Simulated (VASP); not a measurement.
A run of VASP 6.6.1:

The input INCAR:

```
PREC = Accurate
ENCUT = 520
EDIFF = 1E-6
ISMEAR = -1
SIGMA = 0.02
LREAL = False
LASPH = True
NELM = 100
ALGO = Normal
ISIF = 2
LWAVE = False
LCHARG = False
GGA = PE
NBANDS = 21
```

The input KPOINTS:

```
regular mesh
0
Gamma
  8 8 8
```

POSCAR

```
Ge
1.0
    0.0000000000      2.7943204090      2.7943204090
    2.7943204090      0.0000000000      2.7943204090
    2.7943204090      2.7943204090      0.0000000000
Ge
2
Direct
    0.0000000000      0.0000000000      0.0000000000
    0.2500000000      0.2500000000      0.2500000000
```

Potentials or basis: VASP PAW PBE potentials, release 64 (Ge_d).

Launch:

```sh
$ cat potpaw_PBE.64/Ge_d/POTCAR > POTCAR
$ mpirun -np 1 vasp_std > vasp.out
```

Hardware: 1 thread of Intel Xeon 8259CL, on a shared host.

Q: How long does it take, and how much memory?

A: It took 32 s on 1 thread of Intel Xeon 8259CL, with other jobs on the host, peak memory 0.17 GiB. Counts: scf iterations 12, k points 29.
